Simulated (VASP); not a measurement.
# Zr (Fd-3m) in VASP: single point with PBEsol

Aim: the single point of Zr with PBEsol.

Program: VASP 6.6.1. These are calculated values, not measurements. Logs are shortened: lines on timing, memory, paths and dates and some standing lists are left out, and cuts for length are marked.

## 1. The cell of the first run

It takes space group Fd-3m (No. 227, cubic). Conventional cell: a = 6.139 Å, b = 6.139 Å, c = 6.139 Å, α = 90.00°, β = 90.00°, γ = 90.00°. Within 3.5 Å of Zr (site symmetry -43m) lie 4 Zr at 2.66 Å.

This isn't the form of Zr at room conditions, which is hcp.

## 2. Single point, PBEsol

File INCAR:

```
SYSTEM = Zr
PREC = Accurate
ENCUT = 520
EDIFF = 1E-7
ISMEAR = -1
SIGMA = 0.1
LREAL = .False.
LASPH = .True.
NELM = 80
ALGO = Normal
ISIF = 2
LWAVE = .False.
LCHARG = .False.
GGA = PS
NBANDS = 19
```

File KPOINTS:

```
Automatic mesh
0
Gamma
  12 12 12
  0 0 0
```

File POSCAR:

```
Zr
1.0
    0.0000000000      3.0694575045      3.0694575045
    3.0694575045      0.0000000000      3.0694575045
    3.0694575045      3.0694575045      0.0000000000
Zr
2
Direct
   -0.1250000000     -0.1250000000     -0.1250000000
    0.1250000000      0.1250000000      0.1250000000
```

Potentials or basis: VASP PAW PBE potentials, release 64 (Zr_sv).

On the command line:

```bash
$ cat potpaw_PBE.64/Zr_sv/POTCAR > POTCAR
$ mpirun -np 1 vasp_std > vasp.out
```

OUTCAR:

```text
SYSTEM = Zr
   PREC = Accurate
   ENCUT = 520
   EDIFF = 1E-7
   ISMEAR = -1
   LREAL = .False.
   LASPH = .True.
   NELM = 80
   ISIF = 2
   GGA = PS

 ion  position               nearest neighbor table
   1  0.875  0.875  0.875-   2 2.66   2 2.66   2 2.66   2 2.66
   2  0.125  0.125  0.125-   1 2.66   1 2.66   1 2.66   1 2.66

  LATTYP: Found a face centered cubic cell.
 ALAT       =     6.1389150090

  Lattice vectors:

 A1 = (   0.0000000000,   3.0694575045,   3.0694575045)
 A2 = (   3.0694575045,   0.0000000000,   3.0694575045)
 A3 = (   3.0694575045,   3.0694575045,   0.0000000000)

Analysis of symmetry for initial positions (statically):
=====================================================================
 Subroutine PRICEL returns:
 Original cell was already a primitive cell.

 Routine SETGRP: Setting up the symmetry group for a
 face centered cubic supercell.

 Subroutine GETGRP returns: Found 48 space group operations
 (whereof 12 operations were pure point group operations)
 out of a pool of 48 trial point group operations.

The static configuration has the point symmetry D_3d.
 The point group associated with its full space group is O_h .

Analysis of symmetry for dynamics (positions and initial velocities):
=====================================================================
 Subroutine PRICEL returns:
 Original cell was already a primitive cell.

 Routine SETGRP: Setting up the symmetry group for a
 face centered cubic supercell.

 Subroutine GETGRP returns: Found 48 space group operations
 (whereof 12 operations were pure point group operations)
 out of a pool of 48 trial point group operations.

The dynamic configuration has the point symmetry D_3d.
 The point group associated with its full space group is O_h .

 Subroutine INISYM returns: Found 48 space group operations
 (whereof 12 operations are pure point group operations),
 and found     1 'primitive' translations

----------------------------------------------------------------------------------------

                                     Primitive cell

  volume of cell :      57.8382

  direct lattice vectors                    reciprocal lattice vectors
     0.000000000  3.069457504  3.069457504    -0.162895235  0.162895235  0.162895235
     3.069457504  0.000000000  3.069457504     0.162895235 -0.162895235  0.162895235
     3.069457504  3.069457504  0.000000000     0.162895235  0.162895235 -0.162895235

  length of vectors
     4.340868432  4.340868432  4.340868432     0.282142822  0.282142822  0.282142822

  position of ions in fractional coordinates (direct lattice)
     0.875000000  0.875000000  0.875000000
     0.125000000  0.125000000  0.125000000

  ion indices of the primitive-cell ions
   primitive index   ion index
                 1           1
                 2           2

----------------------------------------------------------------------------------------

 KPOINTS: Automatic mesh

Automatic generation of k-mesh.
 Grid dimensions read from file:
 generate k-points for:   12   12   12

 Generating k-lattice:

  Cartesian coordinates                     Fractional coordinates (reciprocal lattice)
    -0.013574603  0.013574603  0.013574603     0.083333333  0.000000000  0.000000000
     0.013574603 -0.013574603  0.013574603     0.000000000  0.083333333  0.000000000
     0.013574603  0.013574603 -0.013574603     0.000000000  0.000000000  0.083333333

  Length of vectors
     0.023511902  0.023511902  0.023511902

  Shift w.r.t. Gamma in fractional coordinates (k-lattice)
     0.000000000  0.000000000  0.000000000

 Subroutine IBZKPT returns following result:
 ===========================================

 Found     72 irreducible k-points:

 Following reciprocal coordinates:
            Coordinates               Weight
  0.000000  0.000000  0.000000      1.000000
  0.083333  0.000000  0.000000      8.000000
  0.166667  0.000000  0.000000      8.000000
  0.250000  0.000000  0.000000      8.000000
  0.333333  0.000000  0.000000      8.000000
  0.416667  0.000000  0.000000      8.000000
[... 16 lines left out ...]
  0.500000  0.166667  0.000000     24.000000
 -0.416667  0.166667  0.000000     24.000000
 [... further k-points ...]
   k-points           NKPTS =     72   k-points in BZ     NKDIM =     72   number of bands    NBANDS=     19
   number of dos      NEDOS =    301   number of ions     NIONS =      2
   total plane-waves  NPLWV =  32768
   dimension x,y,z NGX =    32 NGY =   32 NGZ =   32
   dimension x,y,z NGXF=    64 NGYF=   64 NGZF=   64
   ions per type =               2
   NGX,Y,Z   is equivalent  to a cutoff of  12.26, 12.26, 12.26 a.u.
   NGXF,Y,Z  is equivalent  to a cutoff of  24.51, 24.51, 24.51 a.u.
 SYSTEM =  Zr
   PREC   = accura    normal or accurate (medium, high low for compatibility)
   ISTART =      0    job   : 0-new  1-cont  2-samecut
   ICHARG =      2    charge: 1-file 2-atom 10-const
   ISPIN  =      1    spin polarized calculation?
   LNONCOLLINEAR =      F non collinear calculations
   LSORBIT =      F    spin-orbit coupling
   LASPH  =      T    aspherical Exc in radial PAW
   ENCUT  =  520.0 eV  38.22 Ry    6.18 a.u.   8.07  8.07  8.07*2*pi/ulx,y,z
   NELM   =     80;   NELMIN=  2; NELMDL= -5     # of ELM steps
   EDIFF  = 0.1E-06   stopping-criterion for ELM
   LREAL  =      F    real-space projection
   EDIFFG = 0.1E-05   stopping-criterion for IOM
   NSW    =      0    number of steps for IOM
   IBRION =     -1    ionic relax: 0-MD 1-quasi-New 2-CG
   NFREE  =      0    steps in history (QN), initial steepest desc. (CG)
   ISIF   =      2    stress and relaxation
   ISYM   =      2    0-nonsym 1-usesym 2-fastsym
   POTIM  = 0.5000    time-step for ionic-motion
   TEBEG  =    0.0;   TEEND  =   0.0 temperature during run
   PSTRESS=    0.0 pullay stress
   NELECT =      24.0000    total number of electrons
   NUPDOWN=      -1.0000    fix difference up-down
   EMIN   =  10.00;   EMAX   =-10.00  energy-range for DOS
   EFERMI =   0.00;   METHOD = LEGACY
   ISMEAR =    -1;   SIGMA  =   0.10  broadening in eV -4-tet -1-fermi 0-gaus
   EFERMI_NEDOS =   21; number of points for ismear=-14 and -15
   IALGO  =     38    algorithm
   IMIX   =      4    mixing-type and parameters
     AMIX     =   0.40;   BMIX     =  1.00
     AMIX_MAG =   1.60;   BMIX_MAG =  1.00
  volume/ion in A,a.u.               =      28.92       195.16
  Fermi-wavevector in a.u.,A,eV,Ry     =   1.221069  2.307486 20.286424  1.491010
  Thomas-Fermi vector in A             =   2.356264
   LORBIT       =      0    0 simple, 1 ext, 2 COOP (PROOUT), +10 PAW based schemes
   GGA     = PS    functional components
   LHFCALC =     F    Hartree Fock is set to
   AEXX    =    0.0000 exact exchange contribution
   IVDW    =     0    specifies the selected vdW correction
   LEPSILON=     F    determine dielectric tensor
   LRPA    =     F    only Hartree local field effects (RPA)
 non-spin polarized calculation
  energy-cutoff  :      520.00
  volume of cell :       57.84
 maximum number of plane-waves:      1588
   NGX = 17   NGY = 17   NGZ = 17

 number of electron      24.0000000 magnetization

 Free energy of the ion-electron system (eV)
  ---------------------------------------------------
  ext. energy  EPLUGINS =         0.00000000
  ---------------------------------------------------
  free energy    TOTEN  =       -13.34774435 eV

  energy without entropy =      -13.20065514  energy(sigma->0) =      -13.27419974

 E-fermi :   6.0437     XC(G=0):  -9.9381

 val. band max:        6.0430537316   @ k =   0.2500   0.1667   0.0833
 cond. band min:       6.0442357519   @ k =  -0.3333   0.5000   0.1667
 fundamental gap:      0.0011820204
 Fermi energy:         6.0436539854

 k-point     1 :       0.0000    0.0000    0.0000
  band No.  band energies     occupation
      1     -42.7597      2.00000
      2     -42.0469      2.00000
      3     -21.1640      2.00000
      4     -21.1640      2.00000
      5     -21.1640      2.00000
      6     -20.0030      2.00000
[... 11 lines left out ...]
     18      11.9253      0.00000
     19      11.9253      0.00000

 k-point     2 :       0.0833    0.0000    0.0000
  band No.  band energies     occupation
      1     -42.7510      2.00000
      2     -42.0564      2.00000
      3     -21.1747      2.00000
      4     -21.1747      2.00000
      5     -21.1642      2.00000
      6     -20.0028      2.00000
[... 11 lines left out ...]
     18      11.8980      0.00000
     19      11.8980      0.00000

 k-point     3 :       0.1667    0.0000    0.0000
  band No.  band energies     occupation
      1     -42.7259      2.00000
      2     -42.0836      2.00000
      3     -21.2025      2.00000
      4     -21.2025      2.00000
      5     -21.1649      2.00000
      6     -20.0016      2.00000
[... 11 lines left out ...]
     18      11.8112      0.00000
     19      11.8112      0.00000

 k-point     4 :       0.2500    0.0000    0.0000
  band No.  band energies     occupation
      1     -42.6878      2.00000
      2     -42.1246      2.00000
      3     -21.2385      2.00000
      4     -21.2385      2.00000
      5     -21.1671      2.00000
      6     -19.9984      2.00000
[... 11 lines left out ...]
     18      11.6497      0.00000
     19      11.6497      0.00000

 k-point     5 :       0.3333    0.0000    0.0000
  band No.  band energies     occupation
      1     -42.6432      2.00000
      2     -42.1721      2.00000
      3     -21.2724      2.00000
      4     -21.2724      2.00000
      5     -21.1706      2.00000
      6     -19.9936      2.00000
[... 11 lines left out ...]
     18      11.3984      0.00000
     19      11.3984      0.00000

 k-point     6 :       0.4167    0.0000    0.0000
  band No.  band energies     occupation
      1     -42.6038      2.00000
      2     -42.2137      2.00000
      3     -21.2960      2.00000
      4     -21.2960      2.00000
      5     -21.1739      2.00000
      6     -19.9890      2.00000
[... 11 lines left out ...]
     18      11.0883      0.00000
     19      11.0884      0.00000

 k-point     7 :       0.5000    0.0000    0.0000
  band No.  band energies     occupation
      1     -42.5870      2.00000
      2     -42.2312      2.00000
      3     -21.3044      2.00000
      4     -21.3044      2.00000
      5     -21.1752      2.00000
      6     -19.9870      2.00000
[... 11 lines left out ...]
     18      10.9103      0.00000
     19      10.9107      0.00000

 k-point     8 :       0.0833    0.0833    0.0000
  band No.  band energies     occupation
      1     -42.7480      2.00000
      2     -42.0596      2.00000
      3     -21.1876      2.00000
      4     -21.1876      2.00000
      5     -21.1443      2.00000
      6     -20.0243      2.00000
[... 256 lines left out ...]
 k-point    20 :       0.2500    0.1667    0.0000
  band No.  band energies     occupation
      1     -42.6842      2.00000
      2     -42.1285      2.00000
      3     -21.2863      2.00000
      4     -21.2836      2.00000
      5     -21.0524      2.00000
      6     -20.1209      2.00000
[... 11 lines left out ...]
     18      10.8880      0.00000
     19      12.1155      0.00000

 k-point    21 :       0.3333    0.1667    0.0000
  band No.  band energies     occupation
      1     -42.6432      2.00000
      2     -42.1721      2.00000
      3     -21.3312      2.00000
      4     -21.3163      2.00000
      5     -21.0238      2.00000
      6     -20.1464      2.00000
[... 11 lines left out ...]
     18      10.5840      0.00000
     19      11.9668      0.00000

 k-point    22 :       0.4167    0.1667    0.0000
  band No.  band energies     occupation
      1     -42.5984      2.00000
      2     -42.2193      2.00000
      3     -21.3743      2.00000
      4     -21.3375      2.00000
      5     -21.0025      2.00000
      6     -20.1625      2.00000
[... 11 lines left out ...]
     18      10.4399      0.00000
     19      11.6273      0.00000

 k-point    23 :       0.5000    0.1667    0.0000
  band No.  band energies     occupation
      1     -42.5637      2.00000
      2     -42.2555      2.00000
      3     -21.4055      2.00000
      4     -21.3428      2.00000
      5     -20.9933      2.00000
      6     -20.1668      2.00000
[... 11 lines left out ...]
     18      10.7749      0.00000
     19      11.0743      0.00000

 k-point    24 :      -0.4167    0.1667    0.0000
  band No.  band energies     occupation
      1     -42.5587      2.00000
      2     -42.2607      2.00000
      3     -21.4173      2.00000
      4     -21.3310      2.00000
      5     -21.0002      2.00000
      6     -20.1573      2.00000
[... 11 lines left out ...]
     18      10.4096      0.00000
     19      11.3510      0.00000

 [... further k-points ...]

------------------------ aborting loop because EDIFF is reached ----------------------------------------

  FORCE on cell =-STRESS in cart. coord.  units (eV):
  Direction    XX          YY          ZZ          XY          YZ          ZX
  --------------------------------------------------------------------------------------
  -------------------------------------------------------------------------------------
  Total        0.0733448      0.0733448      0.0733448     -0.0000000     -0.0000000      0.0000000
  in kB        2.0317259      2.0317259      2.0317259     -0.0000000     -0.0000000      0.0000000
  external PRESSURE =       2.0317259 kB  Pullay stress =       0.0000000 kB

 VOLUME and BASIS-vectors are now :
 -----------------------------------------------------------------------------
  energy-cutoff  :      520.00
  volume of cell :       57.84
      direct lattice vectors                 reciprocal lattice vectors
     0.000000000  3.069457504  3.069457504    -0.162895235  0.162895235  0.162895235
     3.069457504  0.000000000  3.069457504     0.162895235 -0.162895235  0.162895235
     3.069457504  3.069457504  0.000000000     0.162895235  0.162895235 -0.162895235

 POSITION                                       TOTAL-FORCE (eV/Angst)
 -----------------------------------------------------------------------------------
      5.37155      5.37155      5.37155        -0.000000     -0.000000     -0.000000
      0.76736      0.76736      0.76736         0.000000      0.000000      0.000000
 -----------------------------------------------------------------------------------
    total drift:                                0.000000      0.000000     -0.000000

  FREE ENERGIE OF THE ION-ELECTRON SYSTEM (eV)
  ---------------------------------------------------
  free  energy   TOTEN  =       -13.3477443491 eV

  energy  without entropy=      -13.2006551371  energy(sigma->0) =      -13.27419974
```

Wall time 24 s (1 thread of Intel Xeon 6975P-C (Granite Rapids), shared host); peak memory 0.2 GiB.

Results:

- Free energy: -13.3477 eV
- Pressure: 0.2 GPa
- Band gap on the k mesh: zero (bands 12 and 13 overlap by 0.26 eV)

Levels at points of the mesh, in eV from the Fermi level:
```csv
k point,band 9,band 10,band 11,band 12,band 13,band 14,band 15,band 16
"(0.00, 0.00, 0.00)",-4.18,-0.96,-0.96,0.02,0.02,0.02,2.26,2.26
"(0.50, 0.00, 0.00)",-1.63,-1.25,-0.83,-0.83,-0.18,-0.18,0.89,3.43
"(0.50, 0.50, 0.00)",-1.98,-1.98,-0.11,-0.11,0.54,0.54,1.77,1.77
```

Caveat: the PAW data sets were made with another functional, which shifts forces and pressure a little.
